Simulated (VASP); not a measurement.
Write the native input for VASP 6.6.1 that does the following.

- Task: single point
- Functional: PBEsol
- Potentials or basis: VASP PAW PBE potentials, release 64 (Ca_sv)
- Cutoff: 520 eV
- k mesh: 11 × 11 × 11
- Occupations: fermi-dirac, width 0.05 eV
- Spin: no spin polarisation
- Dipole correction: no
- Further INCAR settings: ALGO = Normal; EDIFF = 1e-07; NBANDS = 11

The structure of Ca lies in POSCAR:

```
Ca
1.0
    0.0000000000      2.8221420000      2.7942000000
    2.8221420000      0.0000000000      2.7942000000
    2.8221420000      2.8221420000      0.0000000000
Ca
1
Direct
    0.0000000000      0.0000000000      0.0000000000
```

This cell differs from its parent crystal: equal xx and yy strain of +1 %.

These files were run (other wordings do the same):

INCAR

```
  PREC = Accurate
  ENCUT = 520
  EDIFF = 1E-7
  ISMEAR = -1
  SIGMA = 0.05
  LREAL = F
  LASPH = T
  NELM = 100
  ALGO = Normal
  ISIF = 2
  LWAVE = F
  LCHARG = F
  GGA = PS
  NBANDS = 11
```

KPOINTS

```
Automatic mesh
0
Gamma
  11 11 11
```

Potentials or basis: VASP PAW PBE potentials, release 64 (Ca_sv).

Command:

```sh
$ cat potpaw_PBE.64/Ca_sv/POTCAR > POTCAR
$ mpirun -np 1 vasp_std > vasp.out
```

It gave:

- Pressure: -1.4 GPa
- Band gap on the k mesh: zero (band 5 reaches 1.86 eV, above the bottom of band 6 at 1.54 eV)

Caveat: the cell differs from its parent crystal (equal xx and yy strain of +1 %); the PAW data sets were made with another functional, which shifts forces and pressure a little.

Wall time 41 s on 1 thread of AMD EPYC 7R43 64-Core Processor (Zen 3) (shared host), peak memory 0.17 GiB.
